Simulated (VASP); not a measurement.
Wanted: the native input for a VASP 6.6.1 run.

- Task: single point
- Functional: PBE
- Potentials or basis: VASP PAW PBE potentials, release 64 (Zr_sv, Si, O)
- Cutoff: 600 eV
- k mesh: 2 × 2 × 2
- Occupations: gaussian, width 0.02 eV
- Spin: no spin polarisation
- Dipole correction: no
- Further INCAR settings: LREAL = Auto; ALGO = Normal; EDIFF = 1e-06; NBANDS = 144

The structure of ZrSiO4 lies in POSCAR:

```
ZrSiO4
1.0
    0.0000000000      6.6775195634      0.0000000000
    6.6775195634      0.0000000000      0.0000000000
   -3.3387597817     -3.3387597817     -9.0352120658
Zr Si O
6 6 24
Direct
    0.0005605518     -0.0000589740      0.0006821341
    0.6672393624      0.6666031584      0.3340161696
    0.3338925843      0.3332778306      0.6673487461
    0.7505461688      0.2499374041      0.5006843981
    0.4172423314      0.9166099864      0.8340173395
    0.0839038933      0.5832793366      0.1673510266
    0.1672095840      0.1666155085      0.3340158564
    0.8339087865      0.8332656179      0.6673502259
    0.5005700099      0.4999431853      1.0006854117
    0.2505812985      0.7499439691      0.5006837989
    0.9172309964      0.4166073583      0.8340174481
    0.5838797428      0.0832669027      0.1673482830
    0.7100681484      0.8933089818      0.7874328549
    0.3767208406      0.5599745253      0.1207581258
    0.0433729258      0.2266637840      0.4540989090
    0.3106162544      0.9938662806      0.6207650429
    0.9772727767      0.6605267444      0.9540982767
    0.6439128438      0.3271896259      0.2874295992
    0.3106349641      0.6261037042      0.6207653370
    0.9772668557      0.2927637305      0.9540955906
    0.6439191952      0.9594274696      0.2874299123
    0.4111327342      0.2266493282      0.4540952548
    0.0778284849      0.8933130094      0.7874257510
    0.7444904753      0.5599815777      0.1207697448
    0.7738838659      0.5893453610      0.5472734493
    0.4405498914      0.2560156050      0.8806102740
    0.1071812785      0.9226922707      0.2139397684
    0.3744131643      0.6898771871      0.3806000695
    0.0410776082      0.3565552014      0.7139422162
    0.7077341063      0.0232143228      0.0472755570
    0.0066535535      0.6899202513      0.3806110624
    0.6733056737      0.3565783614      0.7139372210
    0.3399619878      0.0232331007      0.0472666784
    0.1071608501      0.2904518236      0.2139325848
    0.7738517108      0.9571141895      0.5472740093
    0.4405229265      0.6237864658      0.8806065505
```

These files were run (other wordings do the same):

INCAR

```
PREC = Accurate
ENCUT = 600
EDIFF = 1E-6
ISMEAR = 0
SIGMA = 0.02
LREAL = Auto
LASPH = True
NELM = 120
ALGO = Normal
ISIF = 2
LWAVE = False
LCHARG = True
GGA = PE
LELF = True
LVHAR = True
NBANDS = 144
GGA_COMPAT = False
```

KPOINTS

```
Automatic mesh
0
Gamma
  2 2 2
```

Potentials or basis: VASP PAW PBE potentials, release 64 (Zr_sv, Si, O).

Launch:

```sh
$ cat potpaw_PBE.64/Zr_sv/POTCAR potpaw_PBE.64/Si/POTCAR potpaw_PBE.64/O/POTCAR > POTCAR
$ mpirun -np 1 vasp_std > vasp.out
```

It gave:

```
Pressure               : 0.0 GPa
Largest force          : 0.037 eV/Å
Band gap on the k mesh : 4.62 eV
```

Caveat: the k points lie up to 0.50 Å⁻¹ apart.

Run time: 36 min on 1 thread of Intel Xeon 8259CL (shared host), peak memory 0.76 GiB.
